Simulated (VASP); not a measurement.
**K3TaO3: single point with PBE**

The system is K3TaO3.

```xyz
7
Lattice="3.8905 0.0000 0.0000 0.0000 3.8905 0.0000 0.0000 0.0000 13.4266" Properties=species:S:1:pos:R:3 pbc="T T T"
K     0.0000    0.0000    7.2264
K     1.9453    1.9453    2.9742
K     1.9453    1.9453   11.2263
Ta    0.0000    0.0000    0.3011
O     3.8905    0.0000    2.1112
O     0.0000    1.9453   13.2553
O     1.9453    0.0000   13.2553
```

| Property | Result |
| --- | --- |
| Program | VASP 6.6.1 |
| Task | single point |
| Functional | PBE |
| Potentials or basis | VASP PAW PBE potentials, release 64 (K_sv, Ta_pv, O) |
| Cutoff | 520 eV |
| k mesh | 6 × 6 × 2 |
| Occupations | gaussian, width 0.2 eV |
| Spin | no spin polarisation |

* Pressure: 0.2 GPa
* Largest force: 0.297 eV/Å
* Band gap on the k mesh: zero (bands 28 and 29 overlap by 1.56 eV)

Forces in eV/Å, atoms in the order of the input:
```
K    0.000  0.000  0.004
K    0.000  0.000  0.009
K    0.000  0.000 -0.018
Ta   0.000  0.000 -0.288
O    0.000  0.000  0.297
O    0.000  0.000 -0.002
O    0.000  0.000 -0.002
```

Stress tensor (GPa, compression positive):
```
0.15 0.00 0.00
0.00 0.15 0.00
0.00 0.00 0.38
```

Levels at points of the mesh, in eV from the Fermi level:
| k point | band 24 | band 25 | band 26 | band 27 | band 28 | band 29 | band 30 | band 31 |
| --- | --- | --- | --- | --- | --- | --- | --- | --- |
| (0.00, 0.00, 0.00) | -5.15 | -5.13 | -3.98 | -3.98 | -2.08 | -0.80 | -0.57 | 0.11 |
| (0.50, 0.00, 0.00) | -5.39 | -4.98 | -4.95 | -4.57 | 0.26 | 0.51 | 0.98 | 1.24 |
| (0.50, 0.50, 0.00) | -6.15 | -4.50 | -4.50 | -3.05 | 0.18 | 1.17 | 1.90 | 1.90 |
| (0.00, 0.00, 0.50) | -5.15 | -5.13 | -3.98 | -3.98 | -2.03 | -1.04 | -0.57 | 0.65 |
| (0.50, 0.00, 0.50) | -5.39 | -4.98 | -4.95 | -4.57 | 0.33 | 0.50 | 0.95 | 1.01 |
| (0.50, 0.50, 0.50) | -6.15 | -4.50 | -4.50 | -3.05 | 0.19 | 1.16 | 1.90 | 1.90 |

It took 2.3 min on 1 thread of Intel(R) Xeon(R) 6975P-C (Granite Rapids), on a shared host, peak memory 0.36 GiB.

Caveat: spin-orbit coupling is left out, which moves the levels of the heavy elements.
